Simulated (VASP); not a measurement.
# SnSe2 (P-3m1) in VASP: a series of runs, part 2 of 2

VASP 6.6.1. The steps go on from the part before.

## (4) Single point, PBE+D3(BJ) (the distance across one plane changed)

Contents of INCAR:

```
SYSTEM = SnSe2
PREC = Accurate
ENCUT = 520
EDIFF = 1E-6
ISMEAR = 0
SIGMA = 0.05
LREAL = .FALSE.
LASPH = .TRUE.
NELM = 60
ALGO = Normal
ISIF = 2
LWAVE = .FALSE.
LCHARG = .TRUE.
GGA = PE
IVDW = 12
LELF = .TRUE.
LVHAR = .TRUE.
NBANDS = 35
```

Contents of KPOINTS:

```
Automatic mesh
0
G
  8 8 3
  0 0 0
```

Contents of POSCAR:

```
SnSe2
1.0
   -3.8109987816      0.0000000000      0.0000000000
   -1.9054993908     -3.3004217586      0.0000000000
    0.0000000000      0.0000000000     12.5240000000
Sn Se
2 4
Direct
    0.0000000000      0.0000000000      0.7350287448
    0.0000000000      0.0000000000      0.2450095816
    0.3333333333      0.3333333333      0.8575335356
    0.3333333333      0.3333333333      0.3675143724
    0.6666666667      0.6666666667      0.1225047908
    0.6666666667      0.6666666667      0.6125239540
```

Potentials or basis: VASP PAW PBE potentials, release 64 (Sn_d, Se).

The run is started by

```
$ cat potpaw_PBE.64/Sn_d/POTCAR potpaw_PBE.64/Se/POTCAR > POTCAR
$ mpirun -np 1 vasp_std > vasp.out
```

OUTCAR:

```text
SYSTEM = SnSe2
   PREC = Accurate
   ENCUT = 520
   EDIFF = 1E-6
   ISMEAR = 0
   LREAL = .FALSE.
   LASPH = .TRUE.
   NELM = 60
   ISIF = 2
   GGA = PE
   IVDW = 12
 IVDW          = 12

 ion  position               nearest neighbor table
   1  0.000  0.000  0.735-   3 2.68   6 2.68   6 2.68   3 2.68   6 2.68   3 2.68
   2  0.000  0.000  0.245-   4 2.68   5 2.68   5 2.68   4 2.68   5 2.68   4 2.68
   3  0.333  0.333  0.858-   1 2.68   1 2.68   1 2.68
[... 1127 lines left out ...]
  -------------------------------------------------------------------------------------
  Total       2.40971     2.40971     3.58575     0.00000    -0.00000     0.00000
  in kB      24.50894    24.50894    36.47025     0.00000    -0.00000     0.00000
  external pressure =       28.50 kB  Pullay stress =        0.00 kB

 VOLUME and BASIS-vectors are now :
 -----------------------------------------------------------------------------
  energy-cutoff  :      520.00
  volume of cell :      157.53
      direct lattice vectors                 reciprocal lattice vectors
    -3.810998782  0.000000000  0.000000000    -0.262398405  0.151495789  0.000000000
    -1.905499391 -3.300421759  0.000000000     0.000000000 -0.302991579  0.000000000
     0.000000000  0.000000000 12.524000000     0.000000000  0.000000000  0.079846694

 POSITION                                       TOTAL-FORCE (eV/Angst)
 -----------------------------------------------------------------------------------
      0.00000      0.00000      9.20550         0.000000      0.000000      0.007603
      0.00000      0.00000      3.06850         0.000000      0.000000     -0.007603
     -1.90550     -1.10014     10.73975        -0.000000     -0.000000      0.784293
     -1.90550     -1.10014      4.60275         0.000000      0.000000      0.751094
     -3.81100     -2.20028      1.53425         0.000000      0.000000     -0.784293
     -3.81100     -2.20028      7.67125        -0.000000     -0.000000     -0.751094
 -----------------------------------------------------------------------------------
    total drift:                               -0.000000     -0.000000     -0.000023

  FREE ENERGIE OF THE ION-ELECTRON SYSTEM (eV)
  ---------------------------------------------------
  free  energy   TOTEN  =       -25.6560839411 eV

  energy  without entropy=      -25.6560839411  energy(sigma->0) =      -25.65608394
```

Run time: 3.3 min. Hardware: 1 thread of Intel Xeon 8259CL, shared host; peak memory 0.32 GiB.

What came out:

```yaml
Free_energy: -25.6561 eV
Pressure: 2.8 GPa
Largest_force: 0.784 eV/Å
Band_gap_on_the_k_mesh: 0.82 eV
Dispersion_energy_per_atom: -0.353 eV
```

Forces in eV/Å, atoms in the order of the input:
```
Sn   0.000  0.000  0.008
Sn   0.000  0.000 -0.008
Se   0.000  0.000  0.784
Se   0.000  0.000  0.751
Se   0.000  0.000 -0.784
Se   0.000  0.000 -0.751
```

Caveat: the cell differs from its parent crystal (the distance across one plane changed); spin-orbit coupling is left out, which moves the levels of the heavy elements. A k mesh can miss the band edges.

## (5) Single point, PBE+D3(BJ) (the distance across one plane changed)

Contents of INCAR:

```
PREC = Accurate
ENCUT = 520
EDIFF = 1E-7
ISMEAR = 0
SIGMA = 0.05
LREAL = F
LASPH = T
NELM = 100
ALGO = Normal
ISIF = 2
LWAVE = F
LCHARG = F
GGA = PE
IVDW = 12
NBANDS = 35
```

Contents of KPOINTS:

```
regular mesh
0
Gamma
  8 8 3
```

Contents of POSCAR:

```
SnSe2
1.0
   -3.8109987816      0.0000000000      0.0000000000
   -1.9054993908     -3.3004217586      0.0000000000
    0.0000000000      0.0000000000     12.7740000000
Sn Se
2 4
Direct
    0.0000000000      0.0000000000      0.7206434946
    0.0000000000      0.0000000000      0.2402144982
    0.3333333333      0.3333333333      0.8407507437
    0.3333333333      0.3333333333      0.3603217473
    0.6666666667      0.6666666667      0.1201072491
    0.6666666667      0.6666666667      0.6005362455
```

The run is started by

```
$ cat potpaw_PBE.64/Sn_d/POTCAR potpaw_PBE.64/Se/POTCAR > POTCAR
$ mpirun -np 1 vasp_std > vasp.out
```

It took 3.1 min on 1 thread of Intel Xeon 8259CL, shared host; peak memory 0.33 GiB.

The run converged. Its results:

```yaml
Free_energy: -25.6267 eV
Pressure: 2.7 GPa
Largest_force: 0.800 eV/Å
Band_gap_on_the_k_mesh: 0.85 eV (least direct gap 1.14 eV)
Dispersion_energy_per_atom: -0.347 eV
```

Forces on the atoms (eV/Å):
```
Sn   0.000  0.000  0.008
Sn   0.000  0.000 -0.008
Se   0.000  0.000  0.800
Se   0.000  0.000  0.754
Se   0.000  0.000 -0.800
Se   0.000  0.000 -0.754
```

Stress tensor (GPa, compression positive):
```
2.36 0.00 0.00
0.00 2.36 0.00
0.00 0.00 3.49
```

Levels at points of the mesh, in eV from the valence-band top:
```tsv
k point	band 24	band 25	band 26	band 27	band 28	band 29
(0.00, 0.00, 0.00)	-0.13	-0.13	-0.13	1.23	2.43	3.03
(0.50, 0.00, 0.00)	-0.68	-0.52	-0.24	0.89	1.16	3.92
```

Caveat: the cell differs from its parent crystal (the distance across one plane changed); spin-orbit coupling is left out, which moves the levels of the heavy elements.

## (6) Single point, PBE+D3(BJ) (the distance across one plane changed)

Contents of INCAR:

```
PREC = Accurate ; ENCUT = 520
EDIFF = 1E-6 ; ISMEAR = 0
SIGMA = 0.05 ; LREAL = False
LASPH = True ; NELM = 80
ALGO = Normal ; ISIF = 2
LWAVE = False ; LCHARG = True
GGA = PE ; IVDW = 12
LELF = True ; LVHAR = True
NBANDS = 35
```

KPOINTS is that of step 5.

Contents of POSCAR:

```
SnSe2
1.0
   -3.8109987816      0.0000000000      0.0000000000
   -1.9054993908     -3.3004217586      0.0000000000
    0.0000000000      0.0000000000     13.0240000000
Sn Se
2 4
Direct
    0.0000000000      0.0000000000      0.7068105037
    0.0000000000      0.0000000000      0.2356035012
    0.3333333333      0.3333333333      0.8246122543
    0.3333333333      0.3333333333      0.3534052518
    0.6666666667      0.6666666667      0.1178017506
    0.6666666667      0.6666666667      0.5890087531
```

Potentials or basis: VASP PAW PBE potentials, release 64 (Sn_d, Se).

The run is started by

```
$ cat potpaw_PBE.64/Sn_d/POTCAR potpaw_PBE.64/Se/POTCAR > POTCAR
$ mpirun -np 1 vasp_std > vasp.out
```

OUTCAR:

```text
PREC = Accurate
   ENCUT = 520
   EDIFF = 1E-6
   ISMEAR = 0
   LREAL = False
   LASPH = True
   NELM = 80
   ISIF = 2
   GGA = PE
   IVDW = 12
 IVDW          = 12

 ion  position               nearest neighbor table
   1  0.000  0.000  0.707-   6 2.68   3 2.68   6 2.68   3 2.68   6 2.68   3 2.68
   2  0.000  0.000  0.236-   4 2.68   5 2.68   4 2.68   5 2.68   4 2.68   5 2.68
   3  0.333  0.333  0.825-   1 2.68   1 2.68   1 2.68
   4  0.333  0.333  0.353-   2 2.68   2 2.68   2 2.68
   5  0.667  0.667  0.118-   2 2.68   2 2.68   2 2.68
   6  0.667  0.667  0.589-   1 2.68   1 2.68   1 2.68

  LATTYP: Found a hexagonal cell.
 ALAT       =     3.8109987816
 C/A-ratio  =     3.4174768208

  Lattice vectors:

 A1 = (   1.9054993908,   3.3004217586,   0.0000000000)
 A2 = (  -3.8109987816,   0.0000000000,   0.0000000000)
 A3 = (   0.0000000000,   0.0000000000,  13.0240000000)

Analysis of symmetry for initial positions (statically):
=====================================================================
 Subroutine PRICEL returns:
 Original cell was already a primitive cell.
[... 182 lines left out ...]
 cond. band min:       4.3336037354   @ k =   0.5000   0.0000   0.3333
 fundamental gap:      0.8579100926
 Fermi energy:         3.6946976750

 k-point     1 :       0.0000    0.0000    0.0000
  band No.  band energies     occupation
      1     -17.6841      2.00000
      2     -17.6841      2.00000
      3     -17.6840      2.00000
      4     -17.6840      2.00000
      5     -17.6446      2.00000
      6     -17.6445      2.00000
[... 901 lines left out ...]
     34      10.1652      0.00000
     35      10.5361      0.00000

 [... further k-points ...]

------------------------ aborting loop because EDIFF is reached ----------------------------------------

 Edisp (eV)   -2.04577

 E8    (eV) :    -0.8957

  FORCE on cell =-STRESS in cart. coord.  units (eV):
  Direction    XX          YY          ZZ          XY          YZ          ZX
  --------------------------------------------------------------------------------------
  -------------------------------------------------------------------------------------
  Total       2.36311     2.36311     3.48593     0.00000     0.00000     0.00000
  in kB      23.11224    23.11224    34.09388     0.00000     0.00000     0.00000
  external pressure =       26.77 kB  Pullay stress =        0.00 kB

 VOLUME and BASIS-vectors are now :
 -----------------------------------------------------------------------------
  energy-cutoff  :      520.00
  volume of cell :      163.81
      direct lattice vectors                 reciprocal lattice vectors
    -3.810998782  0.000000000  0.000000000    -0.262398405  0.151495789  0.000000000
    -1.905499391 -3.300421759  0.000000000     0.000000000 -0.302991579  0.000000000
     0.000000000  0.000000000 13.024000000     0.000000000  0.000000000  0.076781327

 POSITION                                       TOTAL-FORCE (eV/Angst)
 -----------------------------------------------------------------------------------
      0.00000      0.00000      9.20550         0.000000     -0.000000      0.006660
      0.00000      0.00000      3.06850        -0.000000     -0.000000     -0.006660
     -1.90550     -1.10014     10.73975        -0.000000      0.000000      0.802198
     -1.90550     -1.10014      4.60275        -0.000000     -0.000000      0.756345
     -3.81100     -2.20028      1.53425         0.000000     -0.000000     -0.802198
     -3.81100     -2.20028      7.67125         0.000000      0.000000     -0.756345
 -----------------------------------------------------------------------------------
    total drift:                                0.000000      0.000000     -0.000072

  FREE ENERGIE OF THE ION-ELECTRON SYSTEM (eV)
  ---------------------------------------------------
  free  energy   TOTEN  =       -25.5956539070 eV

  energy  without entropy=      -25.5956539070  energy(sigma->0) =      -25.59565391
```

OSZICAR:

```text
N       E                     dE             d eps       ncg     rms          rms(c)
DAV:   1     0.507646440276E+03    0.50765E+03   -0.23735E+04  1799   0.170E+03
DAV:   2     0.543045831483E+02   -0.45334E+03   -0.43598E+03  1814   0.451E+02
DAV:   3    -0.201222073937E+02   -0.74427E+02   -0.72372E+02  2123   0.164E+02
DAV:   4    -0.240145960854E+02   -0.38924E+01   -0.38558E+01  2070   0.401E+01
DAV:   5    -0.241059698656E+02   -0.91374E-01   -0.91187E-01  2328   0.658E+00    0.733E+00
DAV:   6    -0.235910091965E+02    0.51496E+00   -0.74142E-01  2435   0.839E+00    0.471E+00
DAV:   7    -0.235548148171E+02    0.36194E-01   -0.45967E-01  2374   0.366E+00    0.932E-01
DAV:   8    -0.235486264091E+02    0.61884E-02   -0.41275E-02  2352   0.190E+00    0.445E-01
DAV:   9    -0.235497518298E+02   -0.11254E-02   -0.54156E-03  2254   0.379E-01    0.901E-02
DAV:  10    -0.235497968617E+02   -0.45032E-04   -0.23793E-04  2537   0.132E-01    0.425E-02
DAV:  11    -0.235498777105E+02   -0.80849E-04   -0.10528E-04  2029   0.495E-02    0.934E-03
DAV:  12    -0.235498831625E+02   -0.54521E-05   -0.33894E-06  1943   0.107E-02    0.938E-03
DAV:  13    -0.235498848057E+02   -0.16432E-05   -0.40174E-06  1626   0.100E-02    0.226E-03
DAV:  14    -0.235498848161E+02   -0.10373E-07   -0.17707E-07  1232   0.291E-03
   1 F= -.25595654E+02 E0= -.25595654E+02  d E =-.451386E-11
```

Run time: 3.7 min. Hardware: 1 thread of Intel Xeon 8259CL, shared host; peak memory 0.33 GiB.

What came out:

- Free energy: -25.5957 eV
- Pressure: 2.7 GPa
- Largest force: 0.802 eV/Å
- Band gap on the k mesh: 0.86 eV (least direct gap 1.13 eV)
- Dispersion energy per atom: -0.341 eV

Forces in eV/Å, atoms in the order of the input:
```
Sn   0.000  0.000  0.007
Sn   0.000  0.000 -0.007
Se   0.000  0.000  0.802
Se   0.000  0.000  0.756
Se   0.000  0.000 -0.802
Se   0.000  0.000 -0.756
```

Caveat: the cell differs from its parent crystal (the distance across one plane changed); spin-orbit coupling is left out, which moves the levels of the heavy elements. A k mesh can miss the band edges.

## (7) The runs side by side

| cell | gap on the mesh (eV) | pressure (GPa) | largest force (eV/Å) |
| --- | --- | --- | --- |
| a = 3.811, b = 3.811, c = 11.974 Å, angles 90.0, 90.0, 60.0°, 6 atoms | 0.61 | 3.5 | 0.74 |
| a = 3.811, b = 3.811, c = 12.124 Å, angles 90.0, 90.0, 60.0°, 6 atoms | 0.68 | 3.2 | 0.74 |
| a = 3.811, b = 3.811, c = 12.524 Å, angles 90.0, 90.0, 60.0°, 6 atoms | 0.82 | 2.8 | 0.78 |
| a = 3.811, b = 3.811, c = 12.774 Å, angles 90.0, 90.0, 60.0°, 6 atoms | 0.85 | 2.7 | 0.80 |
| a = 3.811, b = 3.811, c = 13.024 Å, angles 90.0, 90.0, 60.0°, 6 atoms | 0.86 | 2.7 | 0.80 |

Alike in all rows: task single point; level PBE+D3(BJ); potentials or basis VASP PAW PBE potentials, release 64 (Sn_d, Se); no spin polarisation; k mesh 8 × 8 × 3; cutoff (eV) 520; smearing gaussian 0.05 eV.

Caveats: spin-orbit coupling is left out, which moves the levels of the heavy elements; the cell stands under pressure (at least some runs); semilocal functionals underestimate gaps, and a narrow one can read as zero (at least some runs).

Total energies depend on the potentials used, so only differences within one code and one set of settings carry meaning.
